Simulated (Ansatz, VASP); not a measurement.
# SnO2 in VASP and in Ansatz

File INCAR:

```
ALGO     = Normal         # electronic algorithm
EDIFF    = 1E-7           # SCF threshold, eV
ENCUT    = 520            # plane-wave cutoff, eV
GGA      = PE             # functional
ISIF     = 2              # what is computed and relaxed
ISMEAR   = -1             # smearing method
LASPH    = True           # aspherical terms in the spheres
LCHARG   = False          # write CHGCAR
LREAL    = False          # projectors in reciprocal space
LWAVE    = False          # write WAVECAR
NBANDS   = 20             # bands
NELM     = 80             # most SCF steps
PREC     = Accurate       # precision mode
SIGMA    = 0.02           # smearing width, eV
```

File KPOINTS:

```
k-points
0
Gamma
  8 8 8
```

The input POSCAR:

```
SnO2
1.0
    0.0050669339      2.5385339043      2.5385339043
    2.5385339043      0.0050669339      2.5385339043
    2.5385339043      2.5385339043      0.0050669339
Sn O
1 2
Direct
    0.0000000000      0.0000000000      0.0000000000
    0.2500000000      0.2500000000      0.2500000000
    0.7500000000      0.7500000000      0.7500000000
```

Input for Ansatz:

```yaml
crystal:
  lattice:
    - [0.0050669339, 2.5385339043, 2.5385339043]
    - [2.5385339043, 0.0050669339, 2.5385339043]
    - [2.5385339043, 2.5385339043, 0.0050669339]
  atoms:
    - { symbol: Sn, position: [0.0, 0.0, 0.0] }
    - { symbol: O, position: [0.25, 0.25, 0.25] }
    - { symbol: O, position: [0.75, 0.75, 0.75] }
kpoints:
  mp_grid: { grid: [8, 8, 8] }
  band_path:
    path:
      - [0.0, 0.0, 0.0]
      - [0.5, 0.0, 0.5]
      - [0.625, 0.25, 0.625]
      - [0.375, 0.375, 0.75]
      - [0.5, 0.5, 0.5]
      - [0.5, 0.25, 0.75]
    npoints: 1
hamiltonian:
  xc: pbe
scf:
  occupations: { method: fermi_dirac, width: 0.02 }
  n_extra_bands: 4
output:
  forces: true
  stress: true
  eigenvalues: true
```

Change from the starting cell: shear_111 strain +0.3%.

Alike in both runs: task single point; functional PBE; k mesh 8 × 8 × 8; occupations fermi-dirac, width 0.02 eV; no spin polarisation.

|  | VASP | Ansatz |
| --- | --- | --- |
| version | VASP 6.6.1 | Ansatz 0.2.0 |
| potentials or method | VASP PAW PBE potentials, release 64 (Sn_d, O) | plane waves, PAW |
| plane-wave cutoff (eV) | 520 | 420 |
| valence electrons in the cell | 26 | 26 |

```csv
,VASP,Ansatz,Ansatz less VASP
pressure (GPa),9.3,8.6,-0.68
"traceless stress, the component that is largest in VASP (GPa)",-0.06,-0.05,+0.006
rms of the force components (eV/Å),0.006,0.006,-0.0004
```

Atom by atom the forces differ by 0.000 eV/Å (rms over components).
